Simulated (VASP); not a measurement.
Wanted: the native input for a VASP 6.6.1 run.

- Task: electric field gradients
- Functional: LDA
- Potentials or basis: VASP PAW LDA potentials, release 64 (Ti_sv)
- Cutoff: 520 eV
- k mesh: 14 × 14 × 14
- Occupations: fermi-dirac, width 0.05 eV
- Spin: no spin polarisation
- Dipole correction: no
- Further INCAR settings: ALGO = Normal; EDIFF = 1e-08; NBANDS = 12

The structure of Ti lies in POSCAR:

```
Ti
1.0
    0.0000000000      2.0503000000      2.0300000000
    2.0503000000      0.0000000000      2.0300000000
    2.0503000000      2.0503000000      0.0000000000
Ti
1
Direct
    0.0000000000      0.0000000000      0.0000000000
```

This cell differs from its parent crystal: equal xx and yy strain of +1 %.

The input as run:

INCAR

```
SYSTEM = Ti
PREC = Accurate
ENCUT = 520
EDIFF = 1E-8
ISMEAR = -1
SIGMA = 0.05
LREAL = .FALSE.
LASPH = .TRUE.
NELM = 60
ALGO = Normal
ISIF = 2
LWAVE = .FALSE.
LCHARG = .FALSE.
GGA = CA
LEFG = .TRUE.
NBANDS = 12
```

KPOINTS

```
regular mesh
0
G
  14 14 14
  0 0 0
```

Potentials or basis: VASP PAW LDA potentials, release 64 (Ti_sv).

Command:

```bash
$ cat potpaw_LDA.64/Ti_sv/POTCAR > POTCAR
$ mpirun -np 1 vasp_std > vasp.out
```

Results of the run:

```
Pressure                                : -7.0 GPa
Band gap on the k mesh                  : zero (bands 6 and 7 overlap by 1.26 eV)
Largest electric field gradient by atom : Ti +1.0 V/Å²
```

Caveat: the cell differs from its parent crystal (equal xx and yy strain of +1 %); the cell stands under tension; without QUAD_EFG the Cq values of the log hold for a quadrupole moment of 1 mb, not for the nuclei.

It took 47 s on 1 thread of Intel(R) Xeon(R) Platinum 8375C CPU @ 2.90GHz (Ice Lake) (shared host), peak memory 0.16 GiB.
